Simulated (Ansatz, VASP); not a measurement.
## Two plane-wave programs on C

```
C
1.0
     0.00000    1.51757    1.51757
     1.51757    0.00000    1.51757
     1.51757    1.51757    0.00000
C
1
Direct
  0.00000 0.00000 0.00000
```

Alike in both runs: functional PBEsol; k mesh 23 × 23 × 23; occupations fermi-dirac, width 0.08 eV; no spin polarisation.

Ansatz relaxed the structure, and its values are those at the end. VASP's run is a single point on that final structure, the one shown.

|  | VASP | Ansatz |
| --- | --- | --- |
| version | VASP 6.6.1 | Ansatz 0.2.0 |
| potentials or method | VASP PAW PBE potentials, release 64 (C) | PAW with Ansatz's default frozen-core files, scalar-relativistic |
| plane-wave cutoff (eV) | 600 | 420 |
| valence electrons in the cell | 4 | 4 |

```tsv
	VASP	Ansatz	Ansatz less VASP
pressure (GPa)	0.1	0.0	-0.03
```

VASP's potentials were made for PBE, not for PBEsol.
